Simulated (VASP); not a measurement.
Input of a VASP 6.6.1 run:

The input INCAR:

```
  PREC = Accurate
  ENCUT = 520
  EDIFF = 1E-6
  ISMEAR = -1
  SIGMA = 0.05
  LREAL = F
  LASPH = T
  NELM = 60
  ALGO = Normal
  ISIF = 2
  LWAVE = F
  LCHARG = T
  GGA = PE
  LELF = T
  LVHAR = T
  NBANDS = 16
```

Contents of KPOINTS:

```
Automatic mesh
0
Gamma
  18 18 18
```

The input POSCAR:

```
GaN
1.0
    0.0000000000      1.8200319933      1.8200319933
    1.8200319933      0.0000000000      1.8200319933
    1.8200319933      1.8200319933      0.0000000000
Ga N
1 1
Direct
    0.0000000000      0.0000000000      0.0000000000
    0.5000000000      0.5000000000      0.5000000000
```

Potentials or basis: VASP PAW PBE potentials, release 64 (Ga_d, N).

Command:

```sh
$ cat potpaw_PBE.64/Ga_d/POTCAR potpaw_PBE.64/N/POTCAR > POTCAR
$ mpirun -np 1 vasp_std > vasp.out
```

Question: Predict the band gap on the k mesh.

Answer: 4.01 eV, indirect (least direct gap 6.55 eV).

Question: Estimate the pressure.

Answer: 292.7 GPa.

A k mesh can miss the band edges. A hybrid or GW would open this gap; PBE tends to underestimate it.
